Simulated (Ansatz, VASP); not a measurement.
Al2O3 in VASP and in Ansatz

```
Al O
1.0
     4.95999    0.00000    0.00000
     0.00000   10.33897    0.00000
     0.00000    0.00000    3.21255
Al O
4 6
Direct
  0.41388 0.33100 0.50000
  0.58612 0.66900 0.50000
  0.91388 0.16900 0.00000
  0.08612 0.83100 0.00000
  0.73156 0.22269 0.50000
  0.00000 0.00000 0.00000
  0.76844 0.72269 0.00000
  0.23156 0.27731 0.00000
  0.26844 0.77731 0.50000
  0.50000 0.50000 0.50000
```

Change from the starting cell: strain +0.080 along x and y, +0.080 along z, atoms carried along.

Alike in both runs: task single point; functional LDA; k mesh 6 × 4 × 8; occupations gaussian, width 0.05 eV; no spin polarisation.

|  | VASP | Ansatz |
| --- | --- | --- |
| version | VASP 6.6.1 | Ansatz 0.2.0 |
| potentials or method | VASP PAW LDA potentials, release 64 (Al, O), cutoff 520 eV | scalar-relativistic, plane waves, PAW |
| valence electrons in the cell | 48 | 48 |

|  | VASP | Ansatz | Ansatz less VASP |
| --- | --- | --- | --- |
| gap on the k mesh at the Fermi level (eV) | 2.06 | 2.07 | +0.010 |
| least direct gap on the mesh (eV) | 2.06 | 2.07 | +0.010 |
| pressure (GPa) | -22.9 | -23.1 | -0.22 |
| traceless stress, the component that is largest in VASP (GPa) | -5.01 | -5.21 | -0.199 |
| rms of the force components (eV/Å) | 0.327 | 0.340 | +0.0126 |

LDA's correlation is that of Perdew and Zunger in VASP and of Perdew and Wang (1992) in Ansatz. Atom by atom the forces differ by 0.013 eV/Å (rms over components).
